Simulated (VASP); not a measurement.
Wanted: the native input for a VASP 6.6.1 run.

* Task: single point
* Functional: PBEsol
* Dispersion: D3(BJ)
* Potentials or basis: VASP PAW PBE potentials, release 64 (W_sv, S)
* Cutoff: 520 eV
* k mesh: 12 × 12 × 12
* Occupations: gaussian, width 0.05 eV
* Spin: no spin polarisation
* Dipole correction: no
* Further INCAR settings: ALGO = Normal; EDIFF = 1e-07; NBANDS = 20

The structure of WS2 lies in POSCAR:

```
WS2
1.0
    1.5790003843      0.9116362969      6.1633300000
   -1.5790003843      0.9116362969      6.1633300000
    0.0000000000     -1.8232725938      6.1633300000
W S
1 2
Direct
   -0.0355357146     -0.0355357146      0.0467339364
    0.7503000000      0.7503000000      0.7503000000
    0.5810000000      0.5810000000      0.5810000000
```

This cell differs from its parent crystal: atom 1 (W) moved by (-0.150, -0.150) A along y and z.

The input as run:

INCAR

```
SYSTEM = WS2
ALGO = Normal
EDIFF = 1E-7
ENCUT = 520
GGA = PS
ISIF = 2
ISMEAR = 0
IVDW = 12
LASPH = .True.
LCHARG = .True.
LELF = .True.
LREAL = .False.
LVHAR = .True.
LWAVE = .False.
NBANDS = 20
NELM = 100
PREC = Accurate
SIGMA = 0.05
```

KPOINTS

```
k-points
0
Gamma
  12 12 12
  0 0 0
```

Potentials or basis: VASP PAW PBE potentials, release 64 (W_sv, S).

The run is started by

```bash
$ cat potpaw_PBE.64/W_sv/POTCAR potpaw_PBE.64/S/POTCAR > POTCAR
$ mpirun -np 1 vasp_std > vasp.out
```

It gave:

The pressure is -0.6 GPa. The largest force is 5.583 eV/Å, the band gap on the k mesh is 0.59 eV (least direct gap 1.29 eV) and the dispersion energy per atom is -0.385 eV.

Caveat: the cell differs from its parent crystal (atom 1 (W) moved by (-0.150, -0.150) A along y and z); the PAW data sets were made with another functional, which shifts forces and pressure a little; spin-orbit coupling is left out, which moves the levels of the heavy elements.

Wall time 31 min on 1 thread of Intel Xeon 8259CL, on a shared host, peak memory 0.67 GiB.
